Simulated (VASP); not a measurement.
Set up this calculation in VASP 6.6.1, as the native input.

```yaml
Task: single point
Functional: PBE
Potentials_or_basis: VASP PAW PBE potentials, release 64 (K_sv)
Cutoff: 520 eV
k_mesh: 10 × 10 × 10
Occupations: fermi-dirac, width 0.1 eV
Spin: no spin polarisation
Dipole_correction: no
Further_INCAR_settings: ALGO = Normal; EDIFF = 1e-07; NBANDS = 10
```

The structure of K lies in POSCAR:

```
K
1.0
    0.0000000000      2.4523453870      2.4523453870
    2.4523453870      0.0000000000      2.4523453870
    2.4523453870      2.4523453870      0.0000000000
K
1
Direct
    0.0000000000      0.0000000000      0.0000000000
```

This isn't the form of K at room conditions, which is bcc.

The input as run:

INCAR

```
SYSTEM = K
  PREC = Accurate
  ENCUT = 520
  EDIFF = 1E-7
  ISMEAR = -1
  SIGMA = 0.1
  LREAL = .False.
  LASPH = .True.
  NELM = 80
  ALGO = Normal
  ISIF = 2
  LWAVE = .False.
  LCHARG = .False.
  GGA = PE
  NBANDS = 10
```

KPOINTS

```
Automatic mesh
0
Gamma
  10 10 10
  0 0 0
```

Potentials or basis: VASP PAW PBE potentials, release 64 (K_sv).

Run with:

```sh
$ cat potpaw_PBE.64/K_sv/POTCAR > POTCAR
$ mpirun -np 1 vasp_std > vasp.out
```

It gave:

```yaml
Pressure: 16.1 GPa
Band_gap_on_the_k_mesh: zero (an odd number of electrons rules out a gap without spin polarisation)
```

Caveat: the cell stands under pressure.

Wall time 15 s on 1 thread of Intel Xeon 8259CL, on a shared host, peak memory 0.16 GiB.
